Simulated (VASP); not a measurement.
# SrLi3 (P6_3/mcm) in VASP: relaxation of cell and atoms with PBE

Aim: the relaxation of cell and atoms of SrLi3 with PBE.

All numbers are computed with VASP 6.6.1; they aren't measurements. Logs are shortened: lines on timing, memory, paths and dates and some standing lists are left out, and cuts for length are marked.

### 1 The cell of the first run

It takes space group P6_3/mcm (No. 193, hexagonal). The conventional cell has a = 5.701 Å, b = 5.701 Å, c = 5.150 Å, α = 90.00°, β = 90.00°, γ = 120.00°. Li (site symmetry m2m) has 2 Sr at 2.19 Å within 2.9 Å. Sr (site symmetry -3m) has 6 Li at 2.19 Å and 2 Sr at 2.58 Å within 2.9 Å.

### 2 Relaxation of cell and atoms, PBE

INCAR

```
PREC = Accurate ; ENCUT = 600
EDIFF = 1E-7 ; ISMEAR = 0
SIGMA = 0.1 ; LREAL = F
LASPH = T ; NELM = 100
ALGO = Normal ; ISIF = 3
LWAVE = F ; LCHARG = F
GGA = PE ; IBRION = 2
NSW = 90 ; EDIFFG = -0.04
```

KPOINTS

```
regular mesh
0
Gamma
  6 6 4
```

POSCAR

```
SrLi3
1.0
    5.7009463897      0.0000000000      0.0000000000
   -2.8504731949      4.9371643990      0.0000000000
    0.0000000000      0.0000000000      5.1502195939
Li Sr
6 2
Direct
    0.3115000000      0.3115000000      0.2500000000
    0.0000000000      0.3115000000      0.7500000000
    0.6885000000      0.0000000000      0.2500000000
    0.6885000000      0.6885000000      0.7500000000
    0.0000000000      0.6885000000      0.2500000000
    0.3115000000      0.0000000000      0.7500000000
    0.0000000000      0.0000000000      0.0000000000
    0.0000000000      0.0000000000      0.5000000000
```

Potentials or basis: VASP PAW PBE potentials, release 64 (Li_sv, Sr_sv).

Command:

```console
cat potpaw_PBE.64/Li_sv/POTCAR potpaw_PBE.64/Sr_sv/POTCAR > POTCAR
mpirun -np 1 vasp_std > vasp.out
```

OUTCAR:

```text
PREC = Accurate
   ENCUT = 600
   EDIFF = 1E-7
   ISMEAR = 0
   LREAL = F
   LASPH = T
   NELM = 100
   ISIF = 3
   GGA = PE
   IBRION = 2
   NSW = 90
   EDIFFG = -0.04

 ion  position               nearest neighbor table
   1  0.312  0.312  0.250-   7 2.19   8 2.19
   2  0.000  0.312  0.750-   7 2.19   8 2.19
   3  0.688  0.000  0.250-   7 2.19   8 2.19
   4  0.688  0.688  0.750-   7 2.19   8 2.19
   5  0.000  0.688  0.250-   7 2.19   8 2.19
   6  0.312  0.000  0.750-   7 2.19   8 2.19
   7  0.000  0.000  0.000-   1 2.19   4 2.19   2 2.19   5 2.19   3 2.19   6 2.19   8 2.58   8 2.58

   8  0.000  0.000  0.500-   1 2.19   4 2.19   2 2.19   5 2.19   3 2.19   6 2.19   7 2.58   7 2.58

  LATTYP: Found a hexagonal cell.
 ALAT       =     5.7009463897
 C/A-ratio  =     0.9033973032

  Lattice vectors:

 A1 = (   5.7009463897,   0.0000000000,   0.0000000000)
 A2 = (  -2.8504731949,   4.9371643990,   0.0000000000)
 A3 = (   0.0000000000,   0.0000000000,   5.1502195939)

Analysis of symmetry for initial positions (statically):
=====================================================================
 Subroutine PRICEL returns:
 Original cell was already a primitive cell.

 Routine SETGRP: Setting up the symmetry group for a
 hexagonal supercell.

 Subroutine GETGRP returns: Found 24 space group operations
 (whereof 12 operations were pure point group operations)
 out of a pool of 24 trial point group operations.

The static configuration has the point symmetry D_3d.
 The point group associated with its full space group is D_6h.

Analysis of symmetry for dynamics (positions and initial velocities):
=====================================================================
 Subroutine PRICEL returns:
 Original cell was already a primitive cell.

 Routine SETGRP: Setting up the symmetry group for a
 hexagonal supercell.

 Subroutine GETGRP returns: Found 24 space group operations
 (whereof 12 operations were pure point group operations)
 out of a pool of 24 trial point group operations.

The dynamic configuration has the point symmetry D_3d.
 The point group associated with its full space group is D_6h.

 Subroutine INISYM returns: Found 24 space group operations
 (whereof 12 operations are pure point group operations),
 and found     1 'primitive' translations

----------------------------------------------------------------------------------------

                                     Primitive cell

  volume of cell :     144.9607

  direct lattice vectors                    reciprocal lattice vectors
     5.700946390  0.000000000  0.000000000     0.175409473  0.101272706  0.000000000
    -2.850473195  4.937164399  0.000000000     0.000000000  0.202545413  0.000000000
     0.000000000  0.000000000  5.150219594     0.000000000  0.000000000  0.194166478

  length of vectors
     5.700946390  5.700946390  5.150219594     0.202545413  0.202545413  0.194166478

  position of ions in fractional coordinates (direct lattice)
     0.311500000  0.311500000  0.250000000
     1.000000000  0.311500000  0.750000000
     0.688500000  0.000000000  0.250000000
     0.688500000  0.688500000  0.750000000
     1.000000000  0.688500000  0.250000000
     0.311500000  0.000000000  0.750000000
     0.000000000  0.000000000  0.000000000
     0.000000000  0.000000000  0.500000000

  ion indices of the primitive-cell ions
   primitive index   ion index
                 1           1
                 2           2
                 3           3
                 4           4
                 5           5
                 6           6
                 7           7
                 8           8

----------------------------------------------------------------------------------------

 KPOINTS: regular mesh

Automatic generation of k-mesh.
 Grid dimensions read from file:
 generate k-points for:    6    6    4

 Generating k-lattice:

  Cartesian coordinates                     Fractional coordinates (reciprocal lattice)
     0.029234912  0.016878784  0.000000000     0.166666667 -0.000000000  0.000000000
     0.000000000  0.033757569  0.000000000     0.000000000  0.166666667  0.000000000
     0.000000000  0.000000000  0.048541620     0.000000000  0.000000000  0.250000000

  Length of vectors
     0.033757569  0.033757569  0.048541620

  Shift w.r.t. Gamma in fractional coordinates (k-lattice)
     0.000000000  0.000000000  0.000000000

 Subroutine IBZKPT returns following result:
 ===========================================

 Found     21 irreducible k-points:

 Following reciprocal coordinates:
            Coordinates               Weight
  0.000000  0.000000  0.000000      1.000000
  0.166667  0.000000  0.000000      6.000000
  0.333333  0.000000  0.000000      6.000000
  0.500000  0.000000  0.000000      3.000000
  0.166667  0.166667  0.000000      6.000000
  0.333333  0.166667  0.000000     12.000000
[... 13 lines left out ...]
  0.333333  0.166667  0.500000     12.000000
  0.333333  0.333333  0.500000      2.000000
   k-points           NKPTS =     21   k-points in BZ     NKDIM =     21   number of bands    NBANDS=     24
   number of dos      NEDOS =    301   number of ions     NIONS =      8
   total plane-waves  NPLWV =  96768
   dimension x,y,z NGX =    48 NGY =   48 NGZ =   42
   dimension x,y,z NGXF=    96 NGYF=   96 NGZF=   84
   ions per type =               6   2
   NGX,Y,Z   is equivalent  to a cutoff of  14.00, 14.00, 13.56 a.u.
   NGXF,Y,Z  is equivalent  to a cutoff of  27.99, 27.99, 27.11 a.u.
 SYSTEM =  unknown system
   PREC   = accura    normal or accurate (medium, high low for compatibility)
   ISTART =      0    job   : 0-new  1-cont  2-samecut
   ICHARG =      2    charge: 1-file 2-atom 10-const
   ISPIN  =      1    spin polarized calculation?
   LNONCOLLINEAR =      F non collinear calculations
   LSORBIT =      F    spin-orbit coupling
   LASPH  =      T    aspherical Exc in radial PAW
   ENCUT  =  600.0 eV  44.10 Ry    6.64 a.u.  11.39 11.39 10.29*2*pi/ulx,y,z
   NELM   =    100;   NELMIN=  2; NELMDL= -5     # of ELM steps
   EDIFF  = 0.1E-06   stopping-criterion for ELM
   LREAL  =      F    real-space projection
   EDIFFG = -.4E-01   stopping-criterion for IOM
   NSW    =     90    number of steps for IOM
   IBRION =      2    ionic relax: 0-MD 1-quasi-New 2-CG
   NFREE  =      1    steps in history (QN), initial steepest desc. (CG)
   ISIF   =      3    stress and relaxation
   ISYM   =      2    0-nonsym 1-usesym 2-fastsym
   POTIM  = 0.5000    time-step for ionic-motion
   TEBEG  =    0.0;   TEEND  =   0.0 temperature during run
   PSTRESS=    0.0 pullay stress
   NELECT =      38.0000    total number of electrons
   NUPDOWN=      -1.0000    fix difference up-down
   EMIN   =  10.00;   EMAX   =-10.00  energy-range for DOS
   EFERMI =   0.00;   METHOD = LEGACY
   ISMEAR =     0;   SIGMA  =   0.10  broadening in eV -4-tet -1-fermi 0-gaus
   EFERMI_NEDOS =   21; number of points for ismear=-14 and -15
   IALGO  =     38    algorithm
   IMIX   =      4    mixing-type and parameters
     AMIX     =   0.40;   BMIX     =  1.00
     AMIX_MAG =   1.60;   BMIX_MAG =  1.00
  volume/ion in A,a.u.               =      18.12       122.28
  Fermi-wavevector in a.u.,A,eV,Ry     =   1.047738  1.979937 14.935856  1.097754
  Thomas-Fermi vector in A             =   2.182630
   LORBIT       =      0    0 simple, 1 ext, 2 COOP (PROOUT), +10 PAW based schemes
   GGA     = PE    functional components
   LHFCALC =     F    Hartree Fock is set to
   AEXX    =    0.0000 exact exchange contribution
   IVDW    =     0    specifies the selected vdW correction
   LEPSILON=     F    determine dielectric tensor
   LRPA    =     F    only Hartree local field effects (RPA)
 conjugate gradient relaxation of ions
 non-spin polarized calculation
 Gauss-broadening in eV      SIGMA  =   0.10
  energy-cutoff  :      600.00
  volume of cell :      144.96
 maximum number of plane-waves:      4881
 NGX is ok and might be reduce to    48
   NGX = 23   NGY = 23   NGZ = 21

--------------------------------------- Ionic step        1  -------------------------------------------

 number of electron      37.9999968 magnetization

 Free energy of the ion-electron system (eV)
  ---------------------------------------------------
  ext. energy  EPLUGINS =         0.00000000
  ---------------------------------------------------
  free energy    TOTEN  =         2.54808548 eV

  energy without entropy =        2.58152893  energy(sigma->0) =        2.56480720

------------------------ aborting loop because EDIFF is reached ----------------------------------------

  FORCE on cell =-STRESS in cart. coord.  units (eV):
  Direction    XX          YY          ZZ          XY          YZ          ZX
  --------------------------------------------------------------------------------------
  -------------------------------------------------------------------------------------
  Total       15.3713333     15.3713333     31.5141247     -0.0000000      0.0000000     -0.0000000
  in kB      169.8915698    169.8915698    348.3096755     -0.0000000      0.0000000     -0.0000000
  external PRESSURE =     229.3642717 kB  Pullay stress =       0.0000000 kB
[... 107 lines left out ...]
  FREE ENERGIE OF THE ION-ELECTRON SYSTEM (eV)
  ---------------------------------------------------
  free  energy   TOTEN  =       -10.0128595824 eV

  energy  without entropy=       -9.9713789825  energy(sigma->0) =       -9.99211928

 E-fermi :   2.3552     XC(G=0):  -8.3142

 val. band max:        2.3307841763   @ k =   0.0000   0.0000   0.2500
 cond. band min:       2.3942951761   @ k =   0.1667   0.0000   0.2500
 fundamental gap:      0.0635109997
 Fermi energy:         2.3551514804

 k-point     1 :       0.0000    0.0000    0.0000
  band No.  band energies     occupation
      1     -43.9502      2.00000
      2     -43.9450      2.00000
      3     -43.9129      2.00000
      4     -43.9129      2.00000
      5     -43.9086      2.00000
      6     -43.9086      2.00000
[... 556 lines left out ...]
     23       3.9340      0.00000
     24       3.9340      0.00000

[... ionic steps 4 to 12 ...]

--------------------------------------- Ionic step       13  -------------------------------------------

 number of electron      37.9999918 magnetization

------------------------ aborting loop because EDIFF is reached ----------------------------------------

  FORCE on cell =-STRESS in cart. coord.  units (eV):
  Direction    XX          YY          ZZ          XY          YZ          ZX
  --------------------------------------------------------------------------------------
  -------------------------------------------------------------------------------------
  Total        0.2579982      0.2579982      0.0101945     -0.0000000      0.0000000      0.0000000
  in kB        1.8188147      1.8188147      0.0718682     -0.0000000      0.0000000      0.0000000
  external PRESSURE =       1.2364992 kB  Pullay stress =       0.0000000 kB
[... 69 lines left out ...]
  energy  without entropy=      -12.9062143364  energy(sigma->0) =      -12.92989296

--------------------------------------- Ionic step       15  -------------------------------------------

 number of electron      37.9999915 magnetization

 Free energy of the ion-electron system (eV)
  ---------------------------------------------------
  ext. energy  EPLUGINS =         0.00000000
  ---------------------------------------------------
  free energy    TOTEN  =       -12.95557893 eV

  energy without entropy =      -12.90837436  energy(sigma->0) =      -12.93197665

 E-fermi :   1.0600     XC(G=0):  -7.2050

 val. band max:        1.0484215250   @ k =   0.3333   0.1667   0.2500
 cond. band min:       1.0694238389   @ k =   0.1667   0.1667   0.2500
 fundamental gap:      0.0210023139
 Fermi energy:         1.0599554096

 k-point     1 :       0.0000    0.0000    0.0000
  band No.  band energies     occupation
      1     -45.8700      2.00000
      2     -45.8689      2.00000
      3     -45.8618      2.00000
      4     -45.8618      2.00000
      5     -45.8615      2.00000
      6     -45.8615      2.00000
[... 591 lines left out ...]
  FREE ENERGIE OF THE ION-ELECTRON SYSTEM (eV)
  ---------------------------------------------------
  free  energy   TOTEN  =       -12.9555789322 eV

  energy  without entropy=      -12.9083743594  energy(sigma->0) =      -12.93197665

 reached required accuracy - stopping structural energy minimisation
```

Run time: 34 min. Hardware: 1 thread of Oxide Virtual Turin-like, shared host; peak memory 0.33 GiB.

What came out:

```
Free energy                           : -12.9556 eV
Relaxed volume                        : 28.58 Å³/atom
Relaxed cell                          : a = 6.215 Å, b = 6.215 Å, c = 6.835 Å, α = 90.00°, β = 90.00°, γ = 120.00°
Space group after relaxing (to 0.1 Å) : P6/mmm (No. 191)
Energy gained by relaxing             : 1938.0 meV/atom
Ionic steps                           : 15
Pressure after relaxing               : 0.0 GPa
Largest force after relaxing          : 0.038 eV/Å
Band gap on the k mesh                : zero (bands 19 and 20 overlap by 1.65 eV)
```

Forces in eV/Å, atoms in the order of the input:
```
Li  -0.019 -0.033  0.000
Li   0.019 -0.033  0.000
Li   0.038  0.000  0.000
Li   0.019  0.033  0.000
Li  -0.019  0.033  0.000
Li  -0.038  0.000  0.000
Sr   0.000  0.000  0.000
Sr   0.000  0.000  0.000
```

Stress tensor (GPa, compression positive):
```
 0.07  0.00  0.00
 0.00  0.07  0.00
 0.00  0.00 -0.06
```

The path:
| step | energy change (eV) | largest force (eV/Å) | pressure (GPa) | volume (Å³) |
| --- | --- | --- | --- | --- |
| 1 | 0.0000 | 4.3016 | 22.94 | 144.96 |
| 2 | -9.7524 | 2.0691 | 6.29 | 205.97 |
| 3 | -12.5609 | 1.1525 | -0.08 | 263.74 |
| 4 | -12.8277 | 0.9417 | -1.49 | 285.85 |
| 5 | -12.8449 | 0.9070 | -1.71 | 290.00 |
| 6 | -13.3225 | 0.8949 | -1.31 | 274.25 |
| 7 | -14.3643 | 0.7971 | 0.66 | 230.38 |
| 8 | -13.6200 | 0.2689 | 9.94 | 156.89 |
| 9 | -14.4921 | 0.7325 | 2.89 | 202.28 |
| 10 | -14.9232 | 0.5186 | 2.10 | 206.98 |
| 11 | -15.3670 | 0.0440 | 0.29 | 220.32 |
| 12 | -15.4824 | 0.0105 | 0.19 | 224.73 |
| 13 | -15.5017 | 0.0446 | 0.12 | 227.27 |
| 14 | -15.5017 | 0.0464 | 0.12 | 227.40 |
| 15 | -15.5037 | 0.0380 | 0.03 | 228.64 |

Final structure:
```
Li Sr
1.0
     6.21503    0.00000    0.00000
    -3.10751    5.38237    0.00000
     0.00000    0.00000    6.83506
Li Sr
6 2
Cartesian
  1.5666 2.7134 1.7088
  -1.5666 2.7134 5.1263
  -0.0256 5.3824 1.7088
  1.5409 2.6690 5.1263
  4.6741 2.6690 1.7088
  3.1331 0.0000 5.1263
  0.0000 0.0000 0.0000
  0.0000 0.0000 3.4175
```

Caveat: the cutoff is under 1.25 times the usual one of these potentials, so pressure, stress and relaxed cells hold a basis-set (Pulay) error; the volume moved by over 15 % at a fixed basis, so the end points are rough.

The gap in the log of VASP goes by the Fermi energy; the results here count the filled bands.